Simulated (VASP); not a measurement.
Set up this calculation in VASP 6.6.1, as the native input.

```
Task                   : single point
Functional             : PBEsol
Potentials or basis    : VASP PAW PBE potentials, release 64 (Ag)
Cutoff                 : 520 eV
k mesh                 : 20 × 20 × 20
Occupations            : gaussian, width 0.15 eV
Spin                   : no spin polarisation
Dipole correction      : no
Further INCAR settings : ALGO = Fast; EDIFF = 1e-06; NBANDS = 12
```

The structure of Ag lies in POSCAR:

```
Ag
1.0
    0.0000000000      1.9409450000      1.9409450000
    1.9409450000      0.0000000000      1.9409450000
    1.9409450000      1.9409450000      0.0000000000
Ag
1
Direct
    0.0000000000      0.0000000000      0.0000000000
```

This cell differs from its parent crystal: strain -0.050 along x and y, -0.050 along z.

One way to write it, as run:

INCAR

```
SYSTEM = Ag
  ALGO = Fast
  EDIFF = 1E-6
  ENCUT = 520
  GGA = PS
  ISIF = 2
  ISMEAR = 0
  LASPH = .TRUE.
  LCHARG = .TRUE.
  LELF = .TRUE.
  LREAL = .FALSE.
  LVHAR = .TRUE.
  LWAVE = .FALSE.
  NBANDS = 12
  NELM = 80
  PREC = Accurate
  SIGMA = 0.15
```

KPOINTS

```
k-points
0
G
  20 20 20
  0 0 0
```

Potentials or basis: VASP PAW PBE potentials, release 64 (Ag).

Command:

```bash
$ cat potpaw_PBE.64/Ag/POTCAR > POTCAR
$ mpirun -np 1 vasp_std > vasp.out
```

Results of the run:

```yaml
Pressure: 21.9 GPa
```

Caveat: the cell differs from its parent crystal (strain -0.050 along x and y, -0.050 along z); the PAW data sets were made with another functional, which shifts forces and pressure a little.

It took 20 s on 1 thread of Intel(R) Xeon(R) 6975P-C (Granite Rapids) (shared host), peak memory 0.16 GiB.
